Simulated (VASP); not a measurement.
A run of VASP 6.6.1 is set up as follows.

The input POSCAR:

```
NaCaF3
1.0
    4.3363139531      0.0000000000      0.0000000000
    0.0000000000      4.3363139531      0.0000000000
    0.0000000000      0.0000000000      4.3363139531
Na Ca F
1 1 3
Direct
    0.0000000000      0.0000000000      0.0000000000
    0.5000000000      0.5000000000      0.5000000000
    0.5000000000      0.5000000000      0.0000000000
    0.5000000000      0.0000000000      0.5000000000
    0.0000000000      0.5000000000      0.5000000000
```

Contents of INCAR.step1:

```
SYSTEM = NaCaF3
  PREC = Accurate
  ENCUT = 520
  ISMEAR = 0
  SIGMA = 0.01
  LREAL = .FALSE.
  LASPH = .TRUE.
  NELM = 80
  NBANDS = 27
  GGA = PE
  ALGO = Normal
  EDIFF = 1E-4
  LWAVE = .TRUE.
  LCHARG = .FALSE.
```

Contents of INCAR.step2:

```
SYSTEM = NaCaF3
  PREC = Accurate
  ENCUT = 520
  EDIFF = 1E-6
  ISMEAR = 0
  SIGMA = 0.01
  LREAL = .FALSE.
  LASPH = .TRUE.
  NELM = 80
  ALGO = Normal
  ISIF = 2
  LWAVE = .FALSE.
  LCHARG = .FALSE.
  METAGGA = R2SCAN
  LMIXTAU = .TRUE.
  NBANDS = 27
  ISTART = 1
```

KPOINTS

```
regular mesh
0
G
  6 6 6
  0 0 0
```

Potentials or basis: VASP PAW PBE potentials, release 64 (Na_pv, Ca_sv, F).

Launch:

```sh
$ cat potpaw_PBE.64/Na_pv/POTCAR potpaw_PBE.64/Ca_sv/POTCAR potpaw_PBE.64/F/POTCAR > POTCAR
$ cp INCAR.step1 INCAR
$ mpirun -np 1 vasp_std > vasp.out
$ cp INCAR.step2 INCAR
$ mpirun -np 1 vasp_std > vasp.out
```

(1) What does it give for the pressure?

(2) What does it give for the band gap on the k mesh?

Results:

(1) 2.4 GPa.

(2) 6.02 eV, indirect (least direct gap 6.13 eV).

Caveat: the PAW data sets were made with another functional, which shifts forces and pressure a little.
